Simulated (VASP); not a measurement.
Os:

```xyz
2
Lattice="2.6783 0.0000 0.0000 -1.3391 2.3195 0.0000 0.0000 0.0000 4.2315" Properties=species:S:1:pos:R:3 pbc="T T T"
Os    1.3391    0.7732    3.1736
Os    0.0000    1.5463    1.0579
```

Base run:

- Program: VASP 6.6.1
- Functional: PBEsol
- Dispersion: D3(BJ)
- Potentials or basis: VASP PAW PBE potentials, release 64 (Os)
- Cutoff: 520 eV
- k mesh: 11 × 11 × 6
- Occupations: fermi-dirac, width 0.05 eV
- Spin: no spin polarisation

Its results: band gap on the k mesh zero (band 8 reaches 12.62 eV, above the bottom of band 9 at 8.32 eV); pressure 20.1 GPa.

Problem. After a change of settings the same cell gave: band gap on the k mesh zero (band 8 reaches 12.66 eV, above the bottom of band 9 at 8.19 eV); pressure 30.1 GPa. Which change was it?
A. functional from PBEsol to PBE; dispersion from D3(BJ) to D4
B. functional from PBEsol to r2SCAN
C. dispersion from D3(BJ) to none; further incar settings from ALGO = Normal; EDIFF = 1e-07; NBANDS = 15 to ALGO = Normal; EDIFF = 1e-06; NBANDS = 15
D. functional from PBEsol to revPBE; further incar settings from ALGO = Normal; EDIFF = 1e-07; NBANDS = 15 to ALGO = Normal; EDIFF = 1e-06; NBANDS = 15

Solution. B.

Caveats: the PAW data sets were made with another functional, which shifts forces and pressure a little; spin-orbit coupling is left out, which moves the levels of the heavy elements; pairwise dispersion overbinds metals, which lowers pressure and volume.
